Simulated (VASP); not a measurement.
# Ag (Fd-3m) in VASP: further runs

The runs below take Ag through single point, relaxation of cell and atoms, with LDA.

Everything below comes from runs of VASP 6.6.1. Logs are shortened: lines on timing, memory, paths and dates and some standing lists are left out, and cuts for length are marked.

## Step 1: The cell of the first run

Symmetry: Fd-3m, No. 227, cubic system. Conventional cell: a = 6.084 Å, b = 6.084 Å, c = 6.084 Å, α = 90.00°, β = 90.00°, γ = 90.00°. Within 3.5 Å of Ag (site symmetry -43m) lie 4 Ag at 2.63 Å.

## Step 2: Single point, LDA (volume scaled by 1.08)

INCAR

```
SYSTEM = Ag
ALGO     = Normal         ! electronic algorithm
EDIFF    = 1E-6           ! SCF threshold, eV
ENCUT    = 520            ! plane-wave cutoff, eV
ISIF     = 2              ! what is computed and relaxed
ISMEAR   = -1             ! smearing method
LASPH    = .TRUE.         ! aspherical terms in the spheres
LCHARG   = .TRUE.         ! write CHGCAR
LELF     = .TRUE.         ! ELF
LREAL    = .FALSE.        ! projectors in reciprocal space
LVHAR    = .TRUE.       
LWAVE    = .FALSE.        ! write WAVECAR
NBANDS   = 18             ! bands
NELM     = 80             ! most SCF steps
PREC     = Accurate       ! precision mode
SIGMA    = 0.1            ! smearing width, eV
```

KPOINTS

```
k-points
0
G
  10 10 10
  0 0 0
```

POSCAR

```
Ag
1.0
    0.0000000000      3.0420615302      3.0420615302
    3.0420615302      0.0000000000      3.0420615302
    3.0420615302      3.0420615302      0.0000000000
Ag
2
Direct
    0.1250000000      0.1250000000      0.1250000000
    0.8750000000      0.8750000000      0.8750000000
```

Potentials or basis: VASP PAW LDA potentials, release 64 (Ag).

The run is started by

```bash
$ cat potpaw_LDA.64/Ag/POTCAR > POTCAR
$ mpirun -np 1 vasp_std > vasp.out
```

OUTCAR:

```text
SYSTEM = Ag
   EDIFF = 1E-6
   ENCUT = 520
   ISIF = 2
   ISMEAR = -1
   LASPH = .TRUE.
   LREAL = .FALSE.
   NELM = 80
   PREC = Accurate

 ion  position               nearest neighbor table
   1  0.125  0.125  0.125-   2 2.63   2 2.63   2 2.63   2 2.63
   2  0.875  0.875  0.875-   1 2.63   1 2.63   1 2.63   1 2.63

  LATTYP: Found a face centered cubic cell.
 ALAT       =     6.0841230604

  Lattice vectors:

 A1 = (   0.0000000000,   3.0420615302,   3.0420615302)
 A2 = (   3.0420615302,   0.0000000000,   3.0420615302)
 A3 = (   3.0420615302,   3.0420615302,   0.0000000000)

Analysis of symmetry for initial positions (statically):
=====================================================================
 Subroutine PRICEL returns:
 Original cell was already a primitive cell.

 Routine SETGRP: Setting up the symmetry group for a
 face centered cubic supercell.

 Subroutine GETGRP returns: Found 48 space group operations
 (whereof 12 operations were pure point group operations)
 out of a pool of 48 trial point group operations.

The static configuration has the point symmetry D_3d.
 The point group associated with its full space group is O_h .

Analysis of symmetry for dynamics (positions and initial velocities):
=====================================================================
 Subroutine PRICEL returns:
 Original cell was already a primitive cell.

 Routine SETGRP: Setting up the symmetry group for a
 face centered cubic supercell.

 Subroutine GETGRP returns: Found 48 space group operations
 (whereof 12 operations were pure point group operations)
 out of a pool of 48 trial point group operations.

The dynamic configuration has the point symmetry D_3d.
 The point group associated with its full space group is O_h .

 Subroutine INISYM returns: Found 48 space group operations
 (whereof 12 operations are pure point group operations),
 and found     1 'primitive' translations

----------------------------------------------------------------------------------------

                                     Primitive cell

  volume of cell :      56.3033

  direct lattice vectors                    reciprocal lattice vectors
     0.000000000  3.042061530  3.042061530    -0.164362224  0.164362224  0.164362224
     3.042061530  0.000000000  3.042061530     0.164362224 -0.164362224  0.164362224
     3.042061530  3.042061530  0.000000000     0.164362224  0.164362224 -0.164362224

  length of vectors
     4.302124674  4.302124674  4.302124674     0.284683724  0.284683724  0.284683724

  position of ions in fractional coordinates (direct lattice)
     0.125000000  0.125000000  0.125000000
     0.875000000  0.875000000  0.875000000

  ion indices of the primitive-cell ions
   primitive index   ion index
                 1           1
                 2           2

----------------------------------------------------------------------------------------

 KPOINTS: k-points

Automatic generation of k-mesh.
 Grid dimensions read from file:
 generate k-points for:   10   10   10

 Generating k-lattice:

  Cartesian coordinates                     Fractional coordinates (reciprocal lattice)
    -0.016436222  0.016436222  0.016436222     0.100000000  0.000000000  0.000000000
     0.016436222 -0.016436222  0.016436222     0.000000000  0.100000000  0.000000000
     0.016436222  0.016436222 -0.016436222     0.000000000  0.000000000  0.100000000

  Length of vectors
     0.028468372  0.028468372  0.028468372

  Shift w.r.t. Gamma in fractional coordinates (k-lattice)
     0.000000000  0.000000000  0.000000000

 Subroutine IBZKPT returns following result:
 ===========================================

 Found     47 irreducible k-points:

 Following reciprocal coordinates:
            Coordinates               Weight
  0.000000  0.000000  0.000000      1.000000
  0.100000  0.000000  0.000000      8.000000
  0.200000  0.000000  0.000000      8.000000
  0.300000  0.000000  0.000000      8.000000
  0.400000  0.000000  0.000000      8.000000
  0.500000  0.000000  0.000000      4.000000
[... 16 lines left out ...]
  0.300000  0.300000  0.000000      6.000000
  0.400000  0.300000  0.000000     24.000000
 [... further k-points ...]
   k-points           NKPTS =     47   k-points in BZ     NKDIM =     47   number of bands    NBANDS=     18
   number of dos      NEDOS =    301   number of ions     NIONS =      2
   total plane-waves  NPLWV =  32768
   dimension x,y,z NGX =    32 NGY =   32 NGZ =   32
   dimension x,y,z NGXF=    64 NGYF=   64 NGZF=   64
   ions per type =               2
   NGX,Y,Z   is equivalent  to a cutoff of  12.37, 12.37, 12.37 a.u.
   NGXF,Y,Z  is equivalent  to a cutoff of  24.73, 24.73, 24.73 a.u.
 SYSTEM =  Ag
   PREC   = accura    normal or accurate (medium, high low for compatibility)
   ISTART =      0    job   : 0-new  1-cont  2-samecut
   ICHARG =      2    charge: 1-file 2-atom 10-const
   ISPIN  =      1    spin polarized calculation?
[... 86 lines left out ...]
      2      -1.9948      2.00000
      3      -1.8943      2.00000
      4      -1.7272      2.00000
      5      -1.6102      2.00000
      6      -1.6102      2.00000
[... 10 lines left out ...]
     17      13.4928      0.00000
     18      13.6765      0.00000

 k-point     4 :       0.3000    0.0000    0.0000
  band No.  band energies     occupation
      1      -1.9941      2.00000
      2      -1.9941      2.00000
      3      -1.8634      2.00000
      4      -1.5731      2.00000
      5      -1.5731      2.00000
      6      -1.4665      2.00000
[... 10 lines left out ...]
     17      13.3101      0.00000
     18      13.3101      0.00000

 k-point     5 :       0.4000    0.0000    0.0000
  band No.  band energies     occupation
      1      -1.9553      2.00000
      2      -1.9553      2.00000
      3      -1.8440      2.00000
      4      -1.6060      2.00000
      5      -1.6060      2.00000
      6      -1.3961      2.00000
[... 10 lines left out ...]
     17      13.0465      0.00000
     18      13.0465      0.00000

 k-point     6 :       0.5000    0.0000    0.0000
  band No.  band energies     occupation
      1      -1.9266      2.00000
      2      -1.9266      2.00000
      3      -1.8333      2.00000
      4      -1.6377      2.00000
      5      -1.6377      2.00000
      6      -1.4011      2.00000
[... 10 lines left out ...]
     17      12.9462      0.00000
     18      12.9462      0.00000

 k-point     7 :       0.1000    0.1000    0.0000
  band No.  band energies     occupation
      1      -2.0477      2.00000
      2      -2.0142      2.00000
      3      -1.8493      2.00000
      4      -1.8493      2.00000
      5      -1.7910      2.00000
      6      -1.6320      2.00000
[... 10 lines left out ...]
     17      13.8991      0.00000
     18      13.8991      0.00000

 k-point     8 :       0.2000    0.1000    0.0000
  band No.  band energies     occupation
      1      -2.0741      2.00000
      2      -1.8957      2.00000
      3      -1.8859      2.00000
      4      -1.7705      2.00000
      5      -1.6899      2.00000
      6      -1.5176      2.00000
[... 10 lines left out ...]
     17      13.8266      0.00000
     18      14.6150      0.00000
[... 229 lines left out ...]
     17      14.8733      0.00000
     18      14.8851      0.00000

 k-point    20 :      -0.4000    0.2000    0.0000
  band No.  band energies     occupation
      1      -2.1345      2.00000
      2      -2.0164      2.00000
      3      -1.7666      2.00000
      4      -1.4719      2.00000
      5      -1.3370      2.00000
      6      -1.3245      2.00000
[... 10 lines left out ...]
     17      14.4631      0.00000
     18      16.2875      0.00000

 k-point    21 :      -0.3000    0.2000    0.0000
  band No.  band energies     occupation
      1      -2.0842      2.00000
      2      -2.0767      2.00000
      3      -1.7010      2.00000
      4      -1.6167      2.00000
      5      -1.3192      2.00000
      6      -1.2763      2.00000
[... 10 lines left out ...]
     17      14.1694      0.00000
     18      15.4628      0.00000

 k-point    22 :      -0.2000    0.2000    0.0000
  band No.  band energies     occupation
      1      -2.1018      2.00000
      2      -2.0045      2.00000
      3      -1.7745      2.00000
      4      -1.6378      2.00000
      5      -1.3842      2.00000
      6      -1.3388      2.00000
[... 10 lines left out ...]
     17      13.8524      0.00000
     18      14.0528      0.00000

 k-point    23 :       0.3000    0.3000    0.0000
  band No.  band energies     occupation
      1      -2.1791      2.00000
      2      -1.8928      2.00000
      3      -1.8928      2.00000
      4      -1.4250      2.00000
      5      -1.4238      2.00000
      6      -1.1578      2.00000
[... 10 lines left out ...]
     17      17.1029      0.00000
     18      17.1029      0.00000

 k-point    24 :       0.4000    0.3000    0.0000
  band No.  band energies     occupation
      1      -2.1710      2.00000
      2      -1.9121      2.00000
      3      -1.9108      2.00000
      4      -1.5096      2.00000
      5      -1.3064      2.00000
      6      -1.0670      2.00000
[... 10 lines left out ...]
     17      17.0068      0.00000
     18      17.0892      0.00000

 [... further k-points ...]
[... 5 lines left out ...]
  --------------------------------------------------------------------------------------
  -------------------------------------------------------------------------------------
  Total       -1.1178976     -1.1178976     -1.1178976      0.0000000      0.0000000     -0.0000000
  in kB      -31.8110953    -31.8110953    -31.8110953      0.0000000      0.0000000     -0.0000000
  external PRESSURE =     -31.8110953 kB  Pullay stress =       0.0000000 kB

 VOLUME and BASIS-vectors are now :
 -----------------------------------------------------------------------------
  energy-cutoff  :      520.00
  volume of cell :       56.30
      direct lattice vectors                 reciprocal lattice vectors
     0.000000000  3.042061530  3.042061530    -0.164362224  0.164362224  0.164362224
     3.042061530  0.000000000  3.042061530     0.164362224 -0.164362224  0.164362224
     3.042061530  3.042061530  0.000000000     0.164362224  0.164362224 -0.164362224

 POSITION                                       TOTAL-FORCE (eV/Angst)
 -----------------------------------------------------------------------------------
      0.76052      0.76052      0.76052         0.000000     -0.000000      0.000000
      5.32361      5.32361      5.32361        -0.000000      0.000000     -0.000000
 -----------------------------------------------------------------------------------
    total drift:                                0.000000      0.000000     -0.000000

  FREE ENERGIE OF THE ION-ELECTRON SYSTEM (eV)
  ---------------------------------------------------
  free  energy   TOTEN  =        -5.4178299414 eV

  energy  without entropy=       -5.4002808654  energy(sigma->0) =       -5.40905540
```

It took 29 s on 1 thread of AMD EPYC 9R45 (Zen 5), shared host; peak memory 0.13 GiB.

What came out:

| Quantity | Value |
| --- | --- |
| Free energy | -5.4178 eV |
| Pressure | -3.2 GPa |
| Band gap on the k mesh | zero (band 11 reaches 3.19 eV, above the bottom of band 12 at 2.05 eV) |

Levels at points of the mesh, in eV from the Fermi level:
```csv
k point,band 9,band 10,band 11,band 12,band 13,band 14
"(0.00, 0.00, 0.00)",-3.18,-2.53,-2.53,8.88,8.88,8.88
"(0.50, 0.00, 0.00)",-2.60,-2.60,-0.82,-0.68,6.36,6.36
"(0.50, 0.50, 0.00)",-2.48,-2.48,0.17,0.17,3.54,3.54
```

Caveat: the cell differs from its parent crystal (volume scaled by 1.08).

## Step 3: Single point, LDA (volume scaled by 1.12)

INCAR

```
SYSTEM = Ag
ALGO = Normal
EDIFF = 1E-6
ENCUT = 520
ISIF = 2
ISMEAR = -1
LASPH = .True.
LCHARG = .False.
LREAL = .False.
LWAVE = .False.
NBANDS = 18
NELM = 60
PREC = Accurate
SIGMA = 0.1
```

KPOINTS

```
k-points
0
Gamma
  10 10 10
  0 0 0
```

POSCAR

```
Ag
1.0
    0.0000000000      3.0791634982      3.0791634982
    3.0791634982      0.0000000000      3.0791634982
    3.0791634982      3.0791634982      0.0000000000
Ag
2
Direct
    0.1250000000      0.1250000000      0.1250000000
    0.8750000000      0.8750000000      0.8750000000
```

Potentials or basis: VASP PAW LDA potentials, release 64 (Ag).

The run is started by

```bash
$ cat potpaw_LDA.64/Ag/POTCAR > POTCAR
$ mpirun -np 1 vasp_std > vasp.out
```

It took 27 s on 1 thread of AMD EPYC 9R45 (Zen 5), shared host; peak memory 0.14 GiB.

Results (log left out):

```yaml
Free_energy: -5.3699 eV
Pressure: -4.2 GPa
Band_gap_on_the_k_mesh: zero (band 11 reaches 2.86 eV, above the bottom of band 12 at 1.84 eV)
```

Levels at points of the mesh, in eV from the Fermi level:
| k point | band 9 | band 10 | band 11 | band 12 | band 13 | band 14 |
| --- | --- | --- | --- | --- | --- | --- |
| (0.00, 0.00, 0.00) | -3.14 | -2.54 | -2.54 | 8.63 | 8.63 | 8.63 |
| (0.50, 0.00, 0.00) | -2.59 | -2.59 | -0.85 | -0.60 | 6.21 | 6.21 |
| (0.50, 0.50, 0.00) | -2.48 | -2.48 | 0.14 | 0.14 | 3.51 | 3.51 |

Caveat: the cell differs from its parent crystal (volume scaled by 1.12).

## Step 4: Single point, LDA

This run uses another cell than the first one, of 26.07 Å³/atom, 0.926 times its volume.

INCAR

```
SYSTEM = Ag
  PREC = Accurate
  ENCUT = 520
  EDIFF = 1E-6
  ISMEAR = -1
  SIGMA = 0.1
  LREAL = .FALSE.
  LASPH = .TRUE.
  NELM = 80
  ALGO = Normal
  ISIF = 2
  LWAVE = .FALSE.
  LCHARG = .FALSE.
  GGA = CA
  NBANDS = 18
```

KPOINTS

```
Automatic mesh
0
G
  15 15 15
  0 0 0
```

POSCAR

```
Ag
1.0
    0.0000000000      2.9650139584      2.9650139584
    2.9650139584      0.0000000000      2.9650139584
    2.9650139584      2.9650139584      0.0000000000
Ag
2
Direct
    0.1250000000      0.1250000000      0.1250000000
    0.8750000000      0.8750000000      0.8750000000
```

The run is started by

```bash
$ cat potpaw_LDA.64/Ag/POTCAR > POTCAR
$ mpirun -np 1 vasp_std > vasp.out
```

Wall time 65 s (1 thread of AMD EPYC 9R45 (Zen 5), shared host); peak memory 0.18 GiB.

Results (log left out):

```yaml
Free_energy: -5.4591 eV
Pressure: 0.0 GPa
Band_gap_on_the_k_mesh: zero (band 11 reaches 3.78 eV, above the bottom of band 12 at 2.80 eV)
```

Levels at points of the mesh, in eV from the Fermi level:
| k point | band 8 | band 9 | band 10 | band 11 | band 12 | band 13 | band 14 | band 15 |
| --- | --- | --- | --- | --- | --- | --- | --- | --- |
| (0.00, 0.00, 0.00) | -3.30 | -3.30 | -2.53 | -2.53 | 9.42 | 9.42 | 9.42 | 10.04 |

## Step 5: Relaxation of cell and atoms, LDA

This run uses another cell than the first one, of 23.03 Å³/atom, 0.818 times its volume.

INCAR

```
PREC = Accurate ; ENCUT = 600
EDIFF = 1E-6 ; ISMEAR = -1
SIGMA = 0.1 ; LREAL = F
LASPH = T ; NELM = 80
ALGO = Normal ; ISIF = 3
LWAVE = F ; LCHARG = F
GGA = CA ; IBRION = 2
NSW = 80 ; EDIFFG = -0.01
```

KPOINTS

```
Automatic mesh
0
Gamma
  10 10 10
```

POSCAR

```
Ag
1.0
    0.0000000000      2.8449690438      2.8449690438
    2.8449690438      0.0000000000      2.8449690438
    2.8449690438      2.8449690438      0.0000000000
Ag
2
Direct
    0.1250000000      0.1250000000      0.1250000000
    0.8750000000      0.8750000000      0.8750000000
```

The run is started by

```bash
$ cat potpaw_LDA.64/Ag/POTCAR > POTCAR
$ mpirun -np 1 vasp_std > vasp.out
```

It took 68 s on 1 thread of AMD EPYC 9R45 (Zen 5), shared host; peak memory 0.15 GiB.

The run converged. Its results:

| Quantity | Value |
| --- | --- |
| Free energy | -5.4577 eV |
| Relaxed volume | 26.05 Å³/atom |
| Relaxed cell | a = 4.192 Å, b = 4.192 Å, c = 4.192 Å, α = 60.00°, β = 60.00°, γ = 60.00° |
| Space group after relaxing (to 0.05 Å) | Fd-3m (No. 227) |
| Energy gained by relaxing | 75.0 meV/atom |
| Ionic steps | 3 |
| Pressure after relaxing | 0.0 GPa |
| Band gap on the k mesh | zero (band 11 reaches 3.93 eV, above the bottom of band 12 at 2.65 eV) |

The path:
| step | energy change (eV) | largest force (eV/Å) | pressure (GPa) | volume (Å³) |
| --- | --- | --- | --- | --- |
| 1 | 0.0000 | 0.0000 | 9.04 | 46.05 |
| 2 | -0.1233 | 0.0000 | -2.55 | 55.27 |
| 3 | -0.1500 | 0.0000 | 0.05 | 52.10 |

Final structure:
```yaml
crystal:
  lattice:
    - [0.00000, 2.96434, 2.96434]
    - [2.96434, 0.00000, 2.96434]
    - [2.96434, 2.96434, 0.00000]
  atoms:
    - { symbol: Ag, position: [0.12500, 0.12500, 0.12500] }
    - { symbol: Ag, position: [0.87500, 0.87500, 0.87500] }
```

Levels at points of the mesh, in eV from the Fermi level:
```csv
k point,band 8,band 9,band 10,band 11,band 12,band 13,band 14,band 15
"(0.00, 0.00, 0.00)",-3.30,-3.30,-2.53,-2.53,9.42,9.42,9.42,10.04
"(0.50, 0.00, 0.00)",-3.12,-2.62,-2.62,-0.89,-0.76,6.67,6.67,9.60
"(0.50, 0.50, 0.00)",-3.64,-2.48,-2.48,0.20,0.20,3.58,3.58,7.64
```

## Step 6: The runs side by side

| task | cell | k mesh | cutoff (eV) | gap on the mesh (eV) | pressure (GPa) |
| --- | --- | --- | --- | --- | --- |
| single point | a = 4.302 Å, angles 60.0°, 2 atoms | 10 × 10 × 10 | 520 | none | -3.2 |
| single point | a = 4.355 Å, angles 60.0°, 2 atoms | 10 × 10 × 10 | 520 | none | -4.2 |
| single point | a = 4.193 Å, angles 60.0°, 2 atoms | 15 × 15 × 15 | 520 | none | 0.0 |
| relaxation of cell and atoms | relaxed from a = 4.023 Å, angles 60.0°, 2 atoms | 10 × 10 × 10 | 600 | none | 0.0 |

Alike in all rows: level LDA; potentials or basis VASP PAW LDA potentials, release 64 (Ag); no spin polarisation; smearing fermi-dirac 0.1 eV.

Absolute energies hang on the potentials; compare differences alone.
